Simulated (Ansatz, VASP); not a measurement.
# One calculation of ZrC4, two programs

INCAR

```
SYSTEM = ZrC4
PREC = Accurate
ENCUT = 600
EDIFF = 1E-6
ISMEAR = 0
SIGMA = 0.1
LREAL = .False.
LASPH = .True.
NELM = 60
ALGO = Normal
ISIF = 3
LWAVE = .False.
LCHARG = .False.
GGA = PE
IBRION = 2
NSW = 90
EDIFFG = -0.04
```

Contents of KPOINTS:

```
Automatic mesh
0
Gamma
  6 6 6
  0 0 0
```

Contents of POSCAR:

```
ZrC4
1.0
   -2.8781456000      2.8781456000      1.8056000300
    2.8781456000     -2.8781456000      1.8056000300
    2.8781456000      2.8781456000     -1.8056000300
Zr C
1 4
Direct
    0.0000000000      0.0000000000      0.0000000000
    0.4000000100      0.2000000100      0.6000000200
    0.2000000100      0.5999999900      0.8000000000
    0.5999999900      0.7999999900      0.3999999800
    0.7999999900      0.4000000100      0.2000000000
```

Input for Ansatz:

```yaml
crystal:
  lattice:
    - [-2.8781456, 2.8781456, 1.80560003]
    - [2.8781456, -2.8781456, 1.80560003]
    - [2.8781456, 2.8781456, -1.80560003]
  atoms:
    - { symbol: Zr, position: [0.0, 0.0, 0.0] }
    - { symbol: C, position: [0.40000001, 0.20000001, 0.60000002] }
    - { symbol: C, position: [0.20000001, 0.59999999, 0.8] }
    - { symbol: C, position: [0.59999999, 0.79999999, 0.39999998] }
    - { symbol: C, position: [0.79999999, 0.40000001, 0.2] }
basis:
  ecutwfc: 420
kpoints:
  mp_grid: { grid: [6, 6, 6] }
hamiltonian:
  xc: pbe
scf:
  occupations: { method: gaussian, width: 0.1 }
  lower_state_search: "off"
output:
  forces: true
  stress: true
  eigenvalues: true
relax:
  adjacent_minimum: "off"
  f_tol: 0.04
  max_steps: 70
  cell: { stress_tol: 0.4 }
```

Change from the starting cell: species swapped into the HoAu4 type (I4/m, No. 87).

Alike in both runs: task relaxation of cell and atoms; functional PBE; k mesh 6 × 6 × 6; occupations gaussian, width 0.1 eV; no spin polarisation.

|  | VASP | Ansatz |
| --- | --- | --- |
| version | VASP 6.6.1 | Ansatz 0.2.0 |
| potentials or method | VASP PAW PBE potentials, release 64 (Zr_sv, C), cutoff 600 eV | scalar-relativistic, plane waves, PAW |
| valence electrons in the cell | 28 | 28 |

Ansatz gave:

| Property | Result |
| --- | --- |
| gap on the k mesh at the Fermi level, each at its own relaxed structure (eV) | none |
| relaxed volume (Å³/atom) | 9.92 |
| relaxed cell length with the largest relative difference (Å) | 4.167 |

Task: What did VASP give for the same quantities?

Result: gap on the k mesh at the Fermi level, each at its own relaxed structure (eV): none; relaxed volume (Å³/atom): 9.91; relaxed cell length with the largest relative difference (Å): 4.167.

A gap of «none» marks a metal or a gap that the smearing closes.

Noted on VASP's run: the volume moved by over 15 % at a fixed basis, so the end points are rough.
